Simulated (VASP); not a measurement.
Set up this calculation in VASP 6.6.1, as the native input.

```yaml
Task: relaxation of the atoms
Functional: LDA
Potentials_or_basis: VASP PAW LDA potentials, release 64 (Ba_sv, S)
Cutoff: 520 eV
k_mesh: 8 × 8 × 8
Occupations: fermi-dirac, width 0.03 eV
Spin: no spin polarisation
Dipole_correction: no
Further_INCAR_settings: ALGO = Normal; EDIFF = 1e-07; IBRION = 2; EDIFFG = -0.01; NSW = 50
```

The structure of BaS lies in POSCAR:

```
BaS
1.0
    0.0000000000      3.2256756180      3.2256756180
    3.2256756180      0.0000000000      3.2256756180
    3.2256756180      3.2256756180      0.0000000000
Ba S
1 1
Direct
    0.0000000000      0.0000000000      0.0000000000
    0.5000000000      0.5000000000      0.5000000000
```

These files were run (other wordings do the same):

INCAR

```
SYSTEM = BaS
PREC     = Accurate       ! precision mode
ENCUT    = 520            ! plane-wave cutoff, eV
EDIFF    = 1E-7           ! SCF threshold, eV
ISMEAR   = -1             ! smearing method
SIGMA    = 0.03           ! smearing width, eV
LREAL    = .FALSE.        ! projectors in reciprocal space
LASPH    = .TRUE.         ! aspherical terms in the spheres
NELM     = 60             ! most SCF steps
ALGO     = Normal         ! electronic algorithm
ISIF     = 2              ! what is computed and relaxed
LWAVE    = .FALSE.        ! write WAVECAR
LCHARG   = .FALSE.        ! write CHGCAR
IBRION   = 2              ! ionic algorithm
NSW      = 50             ! ionic steps
EDIFFG   = -0.01          ! ionic threshold
```

KPOINTS

```
regular mesh
0
G
  8 8 8
  0 0 0
```

Potentials or basis: VASP PAW LDA potentials, release 64 (Ba_sv, S).

Run with:

```sh
$ cat potpaw_LDA.64/Ba_sv/POTCAR potpaw_LDA.64/S/POTCAR > POTCAR
$ mpirun -np 1 vasp_std > vasp.out
```

It gave:

```json
{"Pressure after relaxing": "-3.0 GPa", "Band gap on the k mesh": "1.95 eV, indirect (least direct gap 2.11 eV)"}
```

Caveat: the relaxation stopped at its first step, so nothing moved; spin-orbit coupling is left out, which moves the levels of the heavy elements.

It took 32 s on 1 thread of Intel(R) Xeon(R) Platinum 8259CL CPU @ 2.50GHz (Skylake/Cascade Lake), with other jobs on the host, peak memory 0.17 GiB.
